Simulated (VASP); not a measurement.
Input of a VASP 6.6.1 run:

Contents of INCAR:

```
PREC = Accurate
ENCUT = 520
EDIFF = 1E-6
ISMEAR = 0
SIGMA = 0.15
LREAL = False
LASPH = True
NELM = 60
ALGO = Normal
ISIF = 2
LWAVE = False
LCHARG = False
GGA = PE
NBANDS = 30
```

The input KPOINTS:

```
regular mesh
0
Gamma
  14 14 14
```

Contents of POSCAR:

```
Cu3O2
1.0
   -2.0536500000      2.0536500000      3.5728500000
    2.0536500000     -2.0536500000      3.5728500000
    2.0536500000      2.0536500000     -3.5728500000
Cu O
3 2
Direct
    0.2500000000      0.7500000000      0.5000000000
    0.7500000000      0.2500000000      0.5000000000
    0.0000000000      0.0000000000      0.0000000000
    0.0000000000      0.5000000000      0.5000000000
    0.5000000000      0.0000000000      0.5000000000
```

Potentials or basis: VASP PAW PBE potentials, release 64 (Cu, O).

Run with:

```sh
$ cat potpaw_PBE.64/Cu/POTCAR potpaw_PBE.64/O/POTCAR > POTCAR
$ mpirun -np 1 vasp_std > vasp.out
```

(1) Predict the band gap on the k mesh.

(2) What does it give for the pressure?

Answers

(1) zero (an odd number of electrons rules out a gap without spin polarisation).

(2) 5.5 GPa.

Caveat: the stress differs along the axes, from 1 to 15 GPa.
